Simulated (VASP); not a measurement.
Write the native input for VASP 6.6.1 that does the following.

```
Task                   : single point
Functional             : PBE
Potentials or basis    : VASP PAW PBE potentials, release 64 (Hf_pv)
Cutoff                 : 520 eV
k mesh                 : 14 × 14 × 8
Occupations            : gaussian, width 0.1 eV
Spin                   : no spin polarisation
Dipole correction      : no
Further INCAR settings : ALGO = Fast; EDIFF = 1e-07; NBANDS = 17
```

The structure of Hf lies in POSCAR:

```
Hf
1.0
    3.2146639699      0.0004475378      0.0319669852
   -1.6069444059      2.7670079398     -0.0063493836
    0.0505780000      0.0176011440      5.0398953880
Hf
2
Direct
    0.3317728572      0.6664174273      0.2558602554
    0.6682271428      0.3335825727      0.7441397446
```

This cell differs from its parent crystal: atoms moved at random and the cell strained at random.

One way to write it, as run:

INCAR

```
  PREC = Accurate
  ENCUT = 520
  EDIFF = 1E-7
  ISMEAR = 0
  SIGMA = 0.1
  LREAL = F
  LASPH = T
  NELM = 100
  ALGO = Fast
  ISIF = 2
  LWAVE = F
  LCHARG = F
  GGA = PE
  NBANDS = 17
```

KPOINTS

```
regular mesh
0
Gamma
  14 14 8
```

Potentials or basis: VASP PAW PBE potentials, release 64 (Hf_pv).

Run with:

```console
$ cat potpaw_PBE.64/Hf_pv/POTCAR > POTCAR
$ mpirun -np 1 vasp_std > vasp.out
```

Results of the run:

- Pressure: 0.3 GPa
- Largest force: 0.219 eV/Å
- Band gap on the k mesh: zero (bands 10 and 11 overlap by 1.49 eV)

Caveat: the cell differs from its parent crystal (atoms moved at random and the cell strained at random); spin-orbit coupling is left out, which moves the levels of the heavy elements.

Wall time 2.9 min on 1 thread of Intel(R) Xeon(R) 6975P-C (Granite Rapids) (shared host), peak memory 0.56 GiB.
